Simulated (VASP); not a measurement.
Runs of VASP 6.6.1 on CoO. The structure is that of space group Fm-3m (No. 225), or close to it. The cells are those of the table. 

```tsv
task	cell	k mesh for the DOS	occupations for the DOS	gap on the mesh (eV)	pressure (GPa)
single point	a = 3.014 Å, angles 60.0°, 2 atoms	-	-	none	-20.0
single point	a = 2.861 Å, angles 60.0°, 2 atoms	-	-	none	(a)
single point	a = 2.920 Å, angles 60.0°, 2 atoms	-	-	none	(b)
single point	a = 2.910 Å, angles 60.0°, 2 atoms	-	-	none	-2.2
single point	a = 2.939 Å, angles 60.0°, 2 atoms	-	-	none	-7.9
single point	a = 2.881 Å, angles 60.0°, 2 atoms	-	-	none	4.9
```

Alike in all rows: level PBE; potentials or basis VASP PAW PBE potentials, release 64 (Co, O); no spin polarisation; k mesh 14 × 14 × 14; cutoff (eV) 520; smearing gaussian 0.05 eV.

Problem. Estimate the missing entries.

Solution. (a) 10.3; (b) -4.1.

Caveats: an odd number of electrons without spin polarisation forces a metal; a magnetic or distorted state may lie lower; the run has no spin polarisation, though such a crystal can be magnetic; semilocal functionals often make such compounds metallic where correlation or magnetic order opens a gap, which also shifts bond lengths.

A gap of «none» marks levels without a gap at the run's occupations.
